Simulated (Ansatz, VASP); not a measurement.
Zn: VASP beside Ansatz

```
CELL_PARAMETERS angstrom
2.60299 0.00000 0.00000
-1.30149 2.25425 0.00000
0.00000 0.00000 4.84324
ATOMIC_POSITIONS crystal
Zn 0.33333 0.66667 0.25000
Zn 0.66667 0.33333 0.75000
```

Alike in both runs: functional PBEsol; k mesh 18 × 18 × 8; occupations fermi-dirac, width 0.15 eV; no spin polarisation.

Ansatz relaxed the structure, and its values are those at the end. VASP's run is a single point on that final structure, the one shown.

```csv
,VASP,Ansatz
version,VASP 6.6.1,Ansatz 0.2.0
potentials or method,"VASP PAW PBE potentials, release 64 (Zn), cutoff 520 eV","scalar-relativistic, plane waves, PAW"
valence electrons in the cell,24,24
```

```tsv
	VASP	Ansatz	Ansatz less VASP
gap on the k mesh at the Fermi level (eV)	none	none	-
pressure (GPa)	0.5	0.0	-0.49
```

VASP's potentials were made for PBE, not for PBEsol. A gap of «none» marks a metal or a gap that the smearing closes. With one functional, cell and mesh, what is left measures potentials, basis and numerics.
